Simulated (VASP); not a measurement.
A run of VASP 6.6.1 is set up as follows.

INCAR

```
PREC = Accurate ; ENCUT = 520
EDIFF = 1E-8 ; ISMEAR = 0
SIGMA = 0.01 ; LREAL = False
LASPH = True ; NELM = 100
ALGO = Normal ; ISIF = 2
LWAVE = False ; LCHARG = False
GGA = PS ; IBRION = 8
NSW = 1 ; LEPSILON = True
```

KPOINTS

```
regular mesh
0
Gamma
  10 10 10
```

The input POSCAR:

```
GaP
1.0
    0.0000000000      2.6641010230      2.6641010230
    2.6641010230      0.0000000000      2.6641010230
    2.6641010230      2.6641010230      0.0000000000
Ga P
1 1
Direct
    0.0000000000      0.0000000000      0.0000000000
    0.7500000000      0.7500000000      0.7500000000
```

Potentials or basis: VASP PAW PBE potentials, release 64 (Ga_d, P).

Launch:

```console
$ cat potpaw_PBE.64/Ga_d/POTCAR potpaw_PBE.64/P/POTCAR > POTCAR
$ mpirun -np 1 vasp_std > vasp.out
```

Question: Estimate the electronic dielectric tensor (diagonal).

Answer: 10.46.

Question: Predict the Born charges (mean of the diagonal).

Answer: Ga +2.04; P -2.04 e.

Question: What does it give for the highest phonon frequency at Γ, LO-TO splitting left out?

Answer: 383 cm⁻¹.

Electronic dielectric tensor:
```
10.46  0.00  0.00
 0.00 10.46  0.00
 0.00  0.00 10.46
```

Caveat: the cell wasn't relaxed at this level first, which shifts response properties.
